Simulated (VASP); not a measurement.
Si3C2, 5 atoms in the cell. It takes space group P-62m (No. 189, hexagonal). The conventional cell has a = 4.145 Å, b = 4.145 Å, c = 5.670 Å, α = 90.00°, β = 90.00°, γ = 120.00°. Si (site symmetry m2m) has 2 Si at 1.63 Å within 2.2 Å. C (site symmetry -6) has 3 C at 2.39 Å and 6 Si at 3.28 Å within 3.3 Å. The cell was generated, and may not be a known phase.

* Program: VASP 6.6.1
* Task: single point
* Functional: PBE
* Potentials or basis: VASP PAW PBE potentials, release 64 (Si, C)
* Cutoff: 520 eV
* k mesh: 6 × 6 × 4
* Occupations: gaussian, width 0.1 eV
* Spin: no spin polarisation
* Dipole correction: no
* Further INCAR settings: ALGO = Normal; EDIFF = 1e-06; NBANDS = 18

Potentials or basis: VASP PAW PBE potentials, release 64 (Si, C).

Launch:

```console
$ cat potpaw_PBE.64/Si/POTCAR potpaw_PBE.64/C/POTCAR > POTCAR
$ mpirun -np 1 vasp_std > vasp.out
```

Hardware: 1 thread of Intel(R) Xeon(R) Platinum 8488C (Sapphire Rapids), with other jobs on the host.

Question: Estimate the wall time of this run.

Answer: It took 19 s on 1 thread of Intel(R) Xeon(R) Platinum 8488C (Sapphire Rapids) (shared host), peak memory 0.19 GiB. Counts: scf iterations 14, k points 21.
